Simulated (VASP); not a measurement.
AlAs, 2 atoms in the cell. Symmetry: F-43m, No. 216, cubic system. Conventional cell: a = 5.661 Å, b = 5.661 Å, c = 5.661 Å, α = 90.00°, β = 90.00°, γ = 90.00°. Al (site symmetry -43m) has 4 As at 2.45 Å within 3.2 Å. As (site symmetry -43m) has 4 Al at 2.45 Å within 3.2 Å. 

```yaml
Program: VASP 6.6.1
Task: relaxation of cell and atoms
Functional: LDA
Potentials_or_basis: VASP PAW LDA potentials, release 64 (Al, As)
Cutoff: 500 eV
k_mesh: 6 × 6 × 6
Occupations: gaussian, width 0.01 eV
Spin: no spin polarisation
Dipole_correction: no
Further_INCAR_settings: ALGO = Normal; EDIFF = 1e-07; IBRION = 2; EDIFFG = -0.03; NSW = 80; ISIF = 3
```

Potentials or basis: VASP PAW LDA potentials, release 64 (Al, As).

The run is started by

```bash
$ cat potpaw_LDA.64/Al/POTCAR potpaw_LDA.64/As/POTCAR > POTCAR
$ mpirun -np 1 vasp_std > vasp.out
```

Hardware: 1 thread of Intel(R) Xeon(R) Platinum 8375C CPU @ 2.90GHz (Ice Lake), with other jobs on the host.

Problem. Estimate the wall time of this run.

Solution. Wall time 8.7 s on 1 thread of Intel(R) Xeon(R) Platinum 8375C CPU @ 2.90GHz (Ice Lake), on a shared host, peak memory 0.15 GiB. Counts: scf iterations 24, k points 16, ion steps 3.
